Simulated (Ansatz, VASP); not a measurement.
**AlN in VASP and in Ansatz**

Contents of INCAR:

```
PREC = Accurate
ENCUT = 520
EDIFF = 1E-7
ISMEAR = -1
SIGMA = 0.05
LREAL = F
LASPH = T
NELM = 80
ALGO = Normal
ISIF = 2
LWAVE = F
LCHARG = F
GGA = CA
NBANDS = 11
```

File KPOINTS:

```
regular mesh
0
Gamma
  11 11 11
```

The input POSCAR:

```
AlN
1.0
    0.0000000000      2.0744206402      2.0744206402
    2.0744206402      0.0000000000      2.0744206402
    2.0744206402      2.0744206402      0.0000000000
Al N
1 1
Direct
    0.5000000000      0.5000000000      0.5000000000
    0.0000000000      0.0000000000      0.0000000000
```

Contents of input.yaml:

```yaml
crystal:
  lattice:
    - [0.0, 2.0744206402, 2.0744206402]
    - [2.0744206402, 0.0, 2.0744206402]
    - [2.0744206402, 2.0744206402, 0.0]
  atoms:
    - { symbol: Al, position: [0.5, 0.5, 0.5] }
    - { symbol: "N", position: [0.0, 0.0, 0.0] }
kpoints:
  mp_grid: { grid: [11, 11, 11] }
scf:
  occupations: { method: fermi_dirac, width: 0.05 }
hamiltonian:
  xc: lda
  pseudopotentials: { kind: all_electron, lapw: { basis_error: 0.001 } }
output:
  forces: true
  stress: true
  eigenvalues: true
```

Change from the starting cell: volume scaled by 1.06.

Alike in both runs: task single point; functional LDA; k mesh 11 × 11 × 11; occupations fermi-dirac, width 0.05 eV; no spin polarisation.

|  | VASP | Ansatz |
| --- | --- | --- |
| version | VASP 6.6.1 | Ansatz 0.2.0 |
| potentials or method | VASP PAW LDA potentials, release 64 (Al, N), cutoff 520 eV | all-electron LAPW, scalar-relativistic |

VASP gave:

| Item | Value |
| --- | --- |
| gap on the k mesh at the Fermi level (eV) | 3.87 |
| least direct gap on the mesh (eV) | 4.70 |
| pressure (GPa) | -22.5 |

Question: Which values does Ansatz return?

Answer: gap on the k mesh at the Fermi level (eV): 3.88; least direct gap on the mesh (eV): 4.69; pressure (GPa): -22.8.

LDA's correlation is that of Perdew and Zunger in VASP and of Perdew and Wang (1992) in Ansatz. Ansatz ran all-electron here, and VASP with PAW potentials.
